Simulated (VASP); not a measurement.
LaCu2, 3 atoms in the cell. It takes space group P6/mmm (No. 191, hexagonal). Conventional cell: a = 4.209 Å, b = 4.209 Å, c = 3.795 Å, α = 90.00°, β = 90.00°, γ = 120.00°. La (site symmetry 6/mmm) has 12 Cu at 3.08 Å and 8 La at 3.80 to 4.21 Å within 4.3 Å. Within 3.2 Å of Cu (site symmetry -6m2) lie 3 Cu at 2.43 Å and 6 La at 3.08 Å. 

* Program: VASP 6.6.1
* Task: single point
* Functional: r2SCAN
* Potentials or basis: VASP PAW PBE potentials, release 64 (La, Cu)
* Cutoff: 520 eV
* k mesh: 9 × 9 × 9
* Occupations: fermi-dirac, width 0.1 eV
* Spin: no spin polarisation
* Dipole correction: no
* Further INCAR settings: ALGO = Normal; EDIFF = 1e-06; NBANDS = 24

Potentials or basis: VASP PAW PBE potentials, release 64 (La, Cu).

The run is started by

```bash
$ cat potpaw_PBE.64/La/POTCAR potpaw_PBE.64/Cu/POTCAR > POTCAR
$ cp INCAR.step1 INCAR
$ mpirun -np 1 vasp_std > vasp.out
$ cp INCAR.step2 INCAR
$ mpirun -np 1 vasp_std > vasp.out
```

Hardware: 1 thread of Oxide Virtual Turin-like Processor, with other jobs on the host.

**Question.** Estimate the wall time of this run.

**Answer.** It took 6.7 min on 1 thread of Oxide Virtual Turin-like Processor, on a shared host, peak memory 0.21 GiB. Counts: k points 60.
